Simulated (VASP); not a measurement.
# MgS in VASP: further runs, part 2 of 2

VASP 6.6.1.

## (3) Single point, PBEsol (zz strain of -1 %)

Contents of INCAR:

```
ALGO = Normal
EDIFF = 1E-7
ENCUT = 520
GGA = PS
ISIF = 2
ISMEAR = -1
LASPH = T
LCHARG = F
LREAL = F
LWAVE = F
NBANDS = 11
NELM = 100
PREC = Accurate
SIGMA = 0.03
```

Contents of KPOINTS:

```
k-points
0
Gamma
  10 10 10
```

Contents of POSCAR:

```
MgS
1.0
    0.0000000000      2.6016500000      2.5756335000
    2.6016500000      0.0000000000      2.5756335000
    2.6016500000      2.6016500000      0.0000000000
Mg S
1 1
Direct
    0.0000000000      0.0000000000      0.0000000000
    0.5000000000      0.5000000000      0.5000000000
```

Potentials or basis: VASP PAW PBE potentials, release 64 (Mg, S).

Command:

```bash
> cat potpaw_PBE.64/Mg/POTCAR potpaw_PBE.64/S/POTCAR > POTCAR
> mpirun -np 1 vasp_std > vasp.out
```

Run time: 27 s. Hardware: 1 thread of Intel Xeon Platinum 8259CL at 2.50GHz (Skylake/Cascade Lake), shared host; peak memory 0.18 GiB.

The run converged. Its results:

```
Free energy            : -9.0743 eV
Pressure               : -0.4 GPa
Band gap on the k mesh : 2.68 eV, indirect (least direct gap 3.66 eV)
```

Stress tensor (GPa, compression positive):
```
-0.73  0.00  0.00
 0.00 -0.73  0.00
 0.00  0.00  0.39
```

Levels at points of the mesh, in eV from the valence-band top:
| k point | band 1 | band 2 | band 3 | band 4 | band 5 | band 6 | band 7 | band 8 | band 9 |
| --- | --- | --- | --- | --- | --- | --- | --- | --- | --- |
| (0.00, 0.00, 0.00) | -12.76 | -0.04 | 0.00 | 0.00 | 3.66 | 7.80 | 7.80 | 7.90 | 10.24 |
| (0.50, 0.00, 0.00) | -11.40 | -4.96 | -0.64 | -0.61 | 4.40 | 6.77 | 6.88 | 10.16 | 12.02 |
| (0.50, 0.50, 0.00) | -10.99 | -4.32 | -1.78 | -1.78 | 2.68 | 4.17 | 12.02 | 12.85 | 13.31 |
| (0.50, 0.00, 0.50) | -11.03 | -4.33 | -1.77 | -1.69 | 2.73 | 4.21 | 11.92 | 12.82 | 13.23 |

Caveat: the cell differs from its parent crystal (zz strain of -1 %); the PAW data sets were made with another functional, which shifts forces and pressure a little. A k mesh can miss the band edges.

## (4) Single point, PBEsol (zz strain of +1 %)

Contents of INCAR:

```
SYSTEM = MgS
PREC     = Accurate       ! precision mode
ENCUT    = 520            ! plane-wave cutoff, eV
EDIFF    = 1E-6           ! SCF threshold, eV
ISMEAR   = -1             ! smearing method
SIGMA    = 0.03           ! smearing width, eV
LREAL    = .FALSE.        ! projectors in reciprocal space
LASPH    = .TRUE.         ! aspherical terms in the spheres
NELM     = 60             ! most SCF steps
ALGO     = Normal         ! electronic algorithm
ISIF     = 2              ! what is computed and relaxed
LWAVE    = .FALSE.        ! write WAVECAR
LCHARG   = .TRUE.         ! write CHGCAR
GGA      = PS             ! functional
LELF     = .TRUE.         ! ELF
LVHAR    = .TRUE.       
NBANDS   = 11             ! bands
```

Contents of KPOINTS:

```
regular mesh
0
G
  10 10 10
  0 0 0
```

Contents of POSCAR:

```
MgS
1.0
    0.0000000000      2.6016500000      2.6276665000
    2.6016500000      0.0000000000      2.6276665000
    2.6016500000      2.6016500000      0.0000000000
Mg S
1 1
Direct
    0.0000000000      0.0000000000      0.0000000000
    0.5000000000      0.5000000000      0.5000000000
```

Potentials or basis: VASP PAW PBE potentials, release 64 (Mg, S).

Command:

```bash
> cat potpaw_PBE.64/Mg/POTCAR potpaw_PBE.64/S/POTCAR > POTCAR
> mpirun -np 1 vasp_std > vasp.out
```

OUTCAR:

```text
SYSTEM = MgS
   PREC = Accurate
   ENCUT = 520
   EDIFF = 1E-6
   ISMEAR = -1
   LREAL = .FALSE.
   LASPH = .TRUE.
   NELM = 60
   ISIF = 2
   GGA = PS

 ion  position               nearest neighbor table
   1  0.000  0.000  0.000-   2 2.60   2 2.60   2 2.60   2 2.60   2 2.63   2 2.63
   2  0.500  0.500  0.500-   1 2.60   1 2.60   1 2.60   1 2.60   1 2.63   1 2.63

  LATTYP: Found a body centered tetragonal cell.
 ALAT       =     3.6792887145
 C/A-ratio  =     1.4283556980

  Lattice vectors:

 A1 = (  -2.6016500000,   0.0000000000,   2.6276665000)
[... 513 lines left out ...]
      7      12.8708      0.00000
      8      14.0429      0.00000
      9      15.5340      0.00000
     10      16.7882      0.00000
     11      19.9990      0.00000

 [... further k-points ...]
[... 5 lines left out ...]
  --------------------------------------------------------------------------------------
  -------------------------------------------------------------------------------------
  Total       -0.3427142     -0.3427142     -0.5562922      0.0000000     -0.0000000      0.0000000
  in kB      -15.4363539    -15.4363539    -25.0562226      0.0000000     -0.0000000      0.0000000
  external PRESSURE =     -18.6429768 kB  Pullay stress =       0.0000000 kB

 VOLUME and BASIS-vectors are now :
 -----------------------------------------------------------------------------
  energy-cutoff  :      520.00
  volume of cell :       35.57
      direct lattice vectors                 reciprocal lattice vectors
     0.000000000  2.601650000  2.627666500    -0.192185728  0.192185728  0.190282899
     2.601650000  0.000000000  2.627666500     0.192185728 -0.192185728  0.190282899
     2.601650000  2.601650000  0.000000000     0.192185728  0.192185728 -0.190282899

 POSITION                                       TOTAL-FORCE (eV/Angst)
 -----------------------------------------------------------------------------------
      0.00000      0.00000      0.00000         0.000000      0.000000      0.000000
      2.60165      2.60165      2.62767        -0.000000     -0.000000      0.000000
 -----------------------------------------------------------------------------------
    total drift:                                0.000000      0.000000      0.000000

  FREE ENERGIE OF THE ION-ELECTRON SYSTEM (eV)
  ---------------------------------------------------
  free  energy   TOTEN  =        -9.0696475766 eV

  energy  without entropy=       -9.0696475766  energy(sigma->0) =       -9.06964758
```

stdout:

```text
POSCAR found type information on POSCAR MgS
 POSCAR found :  2 types and       2 ions
 scaLAPACK will be used
 -----------------------------------------------------------------------------
|                                                                             |
|                                                                             |
|     You enforced a specific xc type in the INCAR file but a different       |
|     I HOPE YOU KNOW WHAT YOU ARE DOING!                                     |
|                                                                             |
 -----------------------------------------------------------------------------

 LDA part: xc-table for (Slater+PW92), standard interpolation
 POSCAR, INCAR and KPOINTS ok, starting setup
 FFT: planning ... GRIDC
 FFT: planning ... GRID_SOFT
 FFT: planning ... GRID
 WAVECAR not read
 entering main loop
```

Wall time 24 s (1 thread of Intel Xeon Platinum 8259CL at 2.50GHz (Skylake/Cascade Lake), shared host); peak memory 0.18 GiB.

Results:

* Free energy: -9.0696 eV
* Pressure: -1.9 GPa
* Band gap on the k mesh: 2.64 eV, indirect (least direct gap 3.49 eV)

Caveat: the cell differs from its parent crystal (zz strain of +1 %); the PAW data sets were made with another functional, which shifts forces and pressure a little.

## (5) Single point, PBEsol (zz strain of +2 %)

Contents of INCAR:

```
  PREC = Accurate
  ENCUT = 520
  EDIFF = 1E-7
  ISMEAR = -1
  SIGMA = 0.03
  LREAL = F
  LASPH = T
  NELM = 100
  ALGO = Normal
  ISIF = 2
  LWAVE = F
  LCHARG = T
  GGA = PS
  LELF = T
  LVHAR = T
  NBANDS = 11
```

Contents of KPOINTS:

```
regular mesh
0
Gamma
  10 10 10
```

Contents of POSCAR:

```
MgS
1.0
    0.0000000000      2.6016500000      2.6536830000
    2.6016500000      0.0000000000      2.6536830000
    2.6016500000      2.6016500000      0.0000000000
Mg S
1 1
Direct
    0.0000000000      0.0000000000      0.0000000000
    0.5000000000      0.5000000000      0.5000000000
```

Command:

```bash
> cat potpaw_PBE.64/Mg/POTCAR potpaw_PBE.64/S/POTCAR > POTCAR
> mpirun -np 1 vasp_std > vasp.out
```

Wall time 30 s (1 thread of Intel Xeon Platinum 8259CL at 2.50GHz (Skylake/Cascade Lake), shared host); peak memory 0.18 GiB.

Results (log left out):

| Quantity | Value |
| --- | --- |
| Free energy | -9.0629 eV |
| Pressure | -2.5 GPa |
| Band gap on the k mesh | 2.58 eV, indirect (least direct gap 3.39 eV) |

Stress tensor (GPa, compression positive):
```
-1.90  0.00  0.00
 0.00 -1.90  0.00
 0.00  0.00 -3.68
```

Levels at points of the mesh, in eV from the valence-band top:
```csv
k point,band 1,band 2,band 3,band 4,band 5,band 6,band 7,band 8,band 9
"(0.00, 0.00, 0.00)",-12.63,-0.08,-0.08,0.00,3.39,7.68,7.88,7.88,10.10
"(0.50, 0.00, 0.00)",-11.35,-4.84,-0.66,-0.60,4.31,6.65,6.85,9.80,11.81
"(0.50, 0.50, 0.00)",-11.04,-4.23,-1.66,-1.66,2.68,4.29,11.49,12.68,13.09
"(0.50, 0.00, 0.50)",-10.96,-4.21,-1.83,-1.66,2.58,4.23,11.69,12.70,12.72
```

Caveat: the cell differs from its parent crystal (zz strain of +2 %); the PAW data sets were made with another functional, which shifts forces and pressure a little. A k mesh can miss the band edges.

## (6) The runs side by side

| cell | gap on the mesh (eV) | pressure (GPa) |
| --- | --- | --- |
| a = 3.679 Å, angles 60.0°, 2 atoms | 2.70 | -1.2 |
| a = 3.661, b = 3.661, c = 3.679 Å, angles 59.8, 59.8, 60.3°, 2 atoms | 2.68 | -0.4 |
| a = 3.698, b = 3.698, c = 3.679 Å, angles 60.2, 60.2, 59.7°, 2 atoms | 2.64 | -1.9 |
| a = 3.716, b = 3.716, c = 3.679 Å, angles 60.3, 60.3, 59.3°, 2 atoms | 2.58 | -2.5 |

Alike in all rows: task single point; level PBEsol; potentials or basis VASP PAW PBE potentials, release 64 (Mg, S); no spin polarisation; k mesh 10 × 10 × 10; cutoff (eV) 520; smearing fermi-dirac 0.03 eV.

Caveats: the PAW data sets were made with another functional, which shifts forces and pressure a little.

Total energies depend on the potentials used, so only differences within one code and one set of settings carry meaning.
